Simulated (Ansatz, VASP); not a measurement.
One calculation of KF, two programs

```
K F
1.0
     0.00000    2.60666    2.80717
     2.60666    0.00000    2.80717
     2.60666    2.60666    0.00000
K F
1 1
Cartesian
  0.0000 0.0000 0.0000
  2.6067 2.6067 2.8072
```

Change from the starting cell: strain -0.025 along x and y, +0.050 along z, atoms carried along.

Alike in both runs: task single point; functional PBE; k mesh 8 × 8 × 8; occupations gaussian, width 0.05 eV; no spin polarisation.

|  | VASP | Ansatz |
| --- | --- | --- |
| version | VASP 6.6.1 | Ansatz 0.2.0 |
| potentials or method | VASP PAW PBE potentials, release 64 (K_sv, F), cutoff 520 eV | scalar-relativistic, plane waves, PAW |
| valence electrons in the cell | 16 | 16 |

|  | VASP | Ansatz | Ansatz less VASP |
| --- | --- | --- | --- |
| gap on the k mesh at the Fermi level (eV) | 6.10 | 6.12 | +0.017 |
| least direct gap on the mesh (eV) | 6.10 | 6.12 | +0.017 |
| pressure (GPa) | 1.9 | 1.8 | -0.05 |
| traceless stress, the component that is largest in VASP (GPa) | -2.64 | -2.53 | +0.104 |
